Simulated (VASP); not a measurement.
# Mo (Im-3m) in VASP: notebook

Runs on Mo. Level: r2SCAN. Tasks: single point.

Program: VASP 6.6.1. These are calculated values, not measurements. Logs are shortened: lines on timing, memory, paths and dates and some standing lists are left out, and cuts for length are marked.

## 1. The cell of the first run

Symmetry: Im-3m, No. 229, cubic system. Conventional cell: a = 3.140 Å, b = 3.140 Å, c = 3.140 Å, α = 90.00°, β = 90.00°, γ = 90.00°. Mo (site symmetry m-3m) has 14 Mo at 2.72 to 3.14 Å within 3.6 Å.

## 2. Single point, r2SCAN

Input file POSCAR:

```
Mo
1.0
   -1.5699306622      1.5699306622      1.5699306622
    1.5699306622     -1.5699306622      1.5699306622
    1.5699306622      1.5699306622     -1.5699306622
Mo
1
Direct
    0.0000000000      0.0000000000      0.0000000000
```

Input file INCAR.step1:

```
PREC = Accurate
ENCUT = 550
ISMEAR = -1
SIGMA = 0.1
LREAL = F
LASPH = T
NELM = 120
NBANDS = 13
GGA = PE
ALGO = Normal
EDIFF = 1E-5
LWAVE = T
LCHARG = F
GGA_COMPAT = F
```

Input file INCAR.step2:

```
PREC = Accurate
ENCUT = 550
EDIFF = 1E-6
ISMEAR = -1
SIGMA = 0.1
LREAL = F
LASPH = T
NELM = 120
ALGO = Normal
ISIF = 2
LWAVE = F
LCHARG = F
METAGGA = R2SCAN
LMIXTAU = T
NBANDS = 13
ISTART = 1
GGA_COMPAT = F
```

Input file KPOINTS:

```
Automatic mesh
0
Gamma
  15 15 15
```

Potentials or basis: VASP PAW PBE potentials, release 64 (Mo_sv).

Run with:

```
$ cat potpaw_PBE.64/Mo_sv/POTCAR > POTCAR
$ cp INCAR.step1 INCAR
$ mpirun -np 1 vasp_std > vasp.out
$ cp INCAR.step2 INCAR
$ mpirun -np 1 vasp_std > vasp.out
```

OUTCAR:

```text
PREC = Accurate
   ENCUT = 550
   EDIFF = 1E-6
   ISMEAR = -1
   LREAL = F
   LASPH = T
   NELM = 120
   ISIF = 2
   METAGGA = R2SCAN
   ISTART = 1

 ion  position               nearest neighbor table
   1  0.000  0.000  0.000-

  LATTYP: Found a body centered cubic cell.
 ALAT       =     3.1398613244

  Lattice vectors:

 A1 = (  -1.5699306622,   1.5699306622,   1.5699306622)
 A2 = (   1.5699306622,  -1.5699306622,   1.5699306622)
 A3 = (   1.5699306622,   1.5699306622,  -1.5699306622)

Analysis of symmetry for initial positions (statically):
=====================================================================
 Subroutine PRICEL returns:
 Original cell was already a primitive cell.

 Routine SETGRP: Setting up the symmetry group for a
 body centered cubic supercell.

 Subroutine GETGRP returns: Found 48 space group operations
 (whereof 48 operations were pure point group operations)
 out of a pool of 48 trial point group operations.

The static configuration has the point symmetry O_h .

Analysis of symmetry for dynamics (positions and initial velocities):
=====================================================================
 Subroutine PRICEL returns:
 Original cell was already a primitive cell.

 Routine SETGRP: Setting up the symmetry group for a
 body centered cubic supercell.

 Subroutine GETGRP returns: Found 48 space group operations
 (whereof 48 operations were pure point group operations)
 out of a pool of 48 trial point group operations.

The dynamic configuration has the point symmetry O_h .

 Subroutine INISYM returns: Found 48 space group operations
 (whereof 48 operations are pure point group operations),
 and found     1 'primitive' translations

----------------------------------------------------------------------------------------

                                     Primitive cell

  volume of cell :      15.4775

  direct lattice vectors                    reciprocal lattice vectors
    -1.569930662  1.569930662  1.569930662     0.000000000  0.318485403  0.318485403
     1.569930662 -1.569930662  1.569930662     0.318485403  0.000000000  0.318485403
     1.569930662  1.569930662 -1.569930662     0.318485403  0.318485403  0.000000000

  length of vectors
     2.719199671  2.719199671  2.719199671     0.450406377  0.450406377  0.450406377

  position of ions in fractional coordinates (direct lattice)
     0.000000000  0.000000000  0.000000000

  ion indices of the primitive-cell ions
   primitive index   ion index
                 1           1

----------------------------------------------------------------------------------------

 KPOINTS: Automatic mesh

Automatic generation of k-mesh.
 Grid dimensions read from file:
 generate k-points for:   15   15   15

 Generating k-lattice:

  Cartesian coordinates                     Fractional coordinates (reciprocal lattice)
     0.000000000  0.021232360  0.021232360     0.066666667  0.000000000  0.000000000
     0.021232360  0.000000000  0.021232360     0.000000000  0.066666667  0.000000000
     0.021232360  0.021232360  0.000000000     0.000000000  0.000000000  0.066666667

  Length of vectors
     0.030027092  0.030027092  0.030027092

  Shift w.r.t. Gamma in fractional coordinates (k-lattice)
     0.000000000  0.000000000  0.000000000

 Subroutine IBZKPT returns following result:
 ===========================================

 Found    120 irreducible k-points:

 Following reciprocal coordinates:
            Coordinates               Weight
  0.000000  0.000000  0.000000      1.000000
  0.066667  0.000000  0.000000     12.000000
  0.133333  0.000000  0.000000     12.000000
  0.200000  0.000000  0.000000     12.000000
  0.266667  0.000000  0.000000     12.000000
  0.333333  0.000000  0.000000     12.000000
[... 16 lines left out ...]
  0.333333  0.200000  0.000000     48.000000
  0.400000  0.200000  0.000000     24.000000
 [... further k-points ...]
   k-points           NKPTS =    120   k-points in BZ     NKDIM =    120   number of bands    NBANDS=     13
   number of dos      NEDOS =    301   number of ions     NIONS =      1
   total plane-waves  NPLWV =  13824
   dimension x,y,z NGX =    24 NGY =   24 NGZ =   24
   dimension x,y,z NGXF=    48 NGYF=   48 NGZF=   48
   ions per type =               1
   NGX,Y,Z   is equivalent  to a cutoff of  14.67, 14.67, 14.67 a.u.
   NGXF,Y,Z  is equivalent  to a cutoff of  29.35, 29.35, 29.35 a.u.
 SYSTEM =  unknown system
   PREC   = accura    normal or accurate (medium, high low for compatibility)
   ISTART =      1    job   : 0-new  1-cont  2-samecut
   ICHARG =      0    charge: 1-file 2-atom 10-const
   ISPIN  =      1    spin polarized calculation?
   LNONCOLLINEAR =      F non collinear calculations
   LSORBIT =      F    spin-orbit coupling
   LASPH  =      T    aspherical Exc in radial PAW
   ENCUT  =  550.0 eV  40.42 Ry    6.36 a.u.   5.20  5.20  5.20*2*pi/ulx,y,z
   NELM   =    120;   NELMIN=  2; NELMDL=  0     # of ELM steps
   EDIFF  = 0.1E-05   stopping-criterion for ELM
   LREAL  =      F    real-space projection
   EDIFFG = 0.1E-04   stopping-criterion for IOM
   NSW    =      0    number of steps for IOM
   IBRION =     -1    ionic relax: 0-MD 1-quasi-New 2-CG
   NFREE  =      0    steps in history (QN), initial steepest desc. (CG)
   ISIF   =      2    stress and relaxation
   ISYM   =      2    0-nonsym 1-usesym 2-fastsym
   POTIM  = 0.5000    time-step for ionic-motion
   TEBEG  =    0.0;   TEEND  =   0.0 temperature during run
   PSTRESS=    0.0 pullay stress
   NELECT =      14.0000    total number of electrons
   NUPDOWN=      -1.0000    fix difference up-down
   EMIN   =  10.00;   EMAX   =-10.00  energy-range for DOS
   EFERMI =   0.00;   METHOD = LEGACY
   ISMEAR =    -1;   SIGMA  =   0.10  broadening in eV -4-tet -1-fermi 0-gaus
   EFERMI_NEDOS =   21; number of points for ismear=-14 and -15
   IALGO  =     38    algorithm
   IMIX   =      4    mixing-type and parameters
     AMIX     =   0.40;   BMIX     =  1.00
     AMIX_MAG =   1.60;   BMIX_MAG =  1.00
  volume/ion in A,a.u.               =      15.48       104.45
  Fermi-wavevector in a.u.,A,eV,Ry     =   1.583253  2.991915 34.105597  2.506691
  Thomas-Fermi vector in A             =   2.683052
   LORBIT       =      0    0 simple, 1 ext, 2 COOP (PROOUT), +10 PAW based schemes
   METAGGA = R2SCAN    functional components
   LHFCALC =     F    Hartree Fock is set to
   AEXX    =    0.0000 exact exchange contribution
   IVDW    =     0    specifies the selected vdW correction
   LEPSILON=     F    determine dielectric tensor
   LRPA    =     F    only Hartree local field effects (RPA)
 non-spin polarized calculation
  energy-cutoff  :      550.00
  volume of cell :       15.48
 maximum number of plane-waves:       466
 NGX is ok and might be reduce to    24
   NGX = 11   NGY = 11   NGZ = 11

 number of electron      14.0000001 magnetization

 Free energy of the ion-electron system (eV)
  ---------------------------------------------------
  ext. energy  EPLUGINS =         0.00000000
  ---------------------------------------------------
  free energy    TOTEN  =       -26.08332384 eV

  energy without entropy =      -26.06407006  energy(sigma->0) =      -26.07369695

 E-fermi :  12.6768     XC(G=0): -14.7000

 val. band max:       12.6711462151   @ k =   0.0667   0.0667   0.0667
 cond. band min:      12.7192661146   @ k =  -0.3333   0.3333   0.2000
 fundamental gap:      0.0481198995
 Fermi energy:        12.6767827584

 k-point     1 :       0.0000    0.0000    0.0000
  band No.  band energies     occupation
      1     -50.5158      2.00000
      2     -22.9625      2.00000
      3     -22.9625      2.00000
      4     -22.9625      2.00000
      5       5.0162      2.00000
      6      11.2675      2.00000
      7      11.2675      2.00000
      8      11.2675      2.00000
      9      14.6417      0.00000
     10      14.6417      0.00000
     11      28.2192      0.00000
     12      28.2192      0.00000
     13      28.2192      0.00000

 k-point     2 :       0.0667    0.0000    0.0000
  band No.  band energies     occupation
      1     -50.5029      2.00000
      2     -23.0347      2.00000
      3     -22.9845      2.00000
      4     -22.9631      2.00000
      5       5.2252      2.00000
      6      11.1479      2.00000
      7      11.2457      2.00000
      8      11.4630      1.99999
      9      14.4642      0.00000
     10      14.6431      0.00000
     11      28.3747      0.00000
     12      28.5715      0.00000
     13      28.6275      0.00000

 k-point     3 :       0.1333    0.0000    0.0000
  band No.  band energies     occupation
      1     -50.4664      2.00000
      2     -23.2359      2.00000
      3     -23.0464      2.00000
      4     -22.9646      2.00000
      5       5.8064      2.00000
      6      10.8264      2.00000
      7      11.1491      2.00000
      8      12.0374      1.99666
      9      14.1243      0.00000
     10      14.6592      0.00000
     11      28.6978      0.00000
     12      29.5426      0.00000
     13      29.5853      0.00000
[... 305 lines left out ...]
 k-point    23 :       0.3333    0.2000    0.0000
  band No.  band energies     occupation
      1     -50.1979      2.00000
      2     -24.3041      2.00000
      3     -23.6403      2.00000
      4     -23.1184      2.00000
      5       8.1758      2.00000
      6       9.4532      2.00000
      7      11.4562      1.99999
      8      14.3694      0.00000
      9      15.5834      0.00000
     10      19.8647      0.00000
     11      24.8200      0.00000
     12      26.6616      0.00000
     13      30.1449      0.00000

 k-point    24 :       0.4000    0.2000    0.0000
  band No.  band energies     occupation
      1     -50.1870      2.00000
      2     -24.3297      2.00000
      3     -23.6821      2.00000
      4     -23.1216      2.00000
      5       8.1082      2.00000
      6       9.4254      2.00000
      7      11.6743      1.99991
      8      14.4673      0.00000
      9      15.6913      0.00000
     10      20.5878      0.00000
     11      24.1368      0.00000
     12      26.2196      0.00000
     13      29.9431      0.00000

 [... further k-points ...]

------------------------ aborting loop because EDIFF is reached ----------------------------------------

  FORCE on cell =-STRESS in cart. coord.  units (eV):
  Direction    XX          YY          ZZ          XY          YZ          ZX
  --------------------------------------------------------------------------------------
  -------------------------------------------------------------------------------------
  Total        0.4079502      0.4079502      0.4079502      0.0000000      0.0000000     -0.0000000
  in kB       42.2295409     42.2295409     42.2295409      0.0000000      0.0000000     -0.0000000
  external PRESSURE =      42.2295409 kB  Pullay stress =       0.0000000 kB

 VOLUME and BASIS-vectors are now :
 -----------------------------------------------------------------------------
  energy-cutoff  :      550.00
  volume of cell :       15.48
      direct lattice vectors                 reciprocal lattice vectors
    -1.569930662  1.569930662  1.569930662     0.000000000  0.318485403  0.318485403
     1.569930662 -1.569930662  1.569930662     0.318485403  0.000000000  0.318485403
     1.569930662  1.569930662 -1.569930662     0.318485403  0.318485403  0.000000000

 POSITION                                       TOTAL-FORCE (eV/Angst)
 -----------------------------------------------------------------------------------
      0.00000      0.00000      0.00000        -0.000000      0.000000      0.000000
 -----------------------------------------------------------------------------------
    total drift:                               -0.000000      0.000000      0.000000

  FREE ENERGIE OF THE ION-ELECTRON SYSTEM (eV)
  ---------------------------------------------------
  free  energy   TOTEN  =       -26.0833238412 eV

  energy  without entropy=      -26.0640700569  energy(sigma->0) =      -26.07369695
```

Wall time 94 s (1 thread of Intel Xeon 8259CL, shared host); peak memory 0.16 GiB.

What came out:

```yaml
Free_energy: -26.0833 eV
Pressure: 4.2 GPa
Band_gap_on_the_k_mesh: zero (bands 7 and 8 overlap by 5.33 eV)
```

Levels at points of the mesh, in eV from the Fermi level:
```tsv
k point	band 4	band 5	band 6	band 7	band 8	band 9	band 10	band 11
(0.00, 0.00, 0.00)	-35.64	-7.66	-1.41	-1.41	-1.41	1.96	1.96	15.54
```

Caveat: the cell stands under pressure; the PAW data sets were made with another functional, which shifts forces and pressure a little.

[end of part 1 of 3]
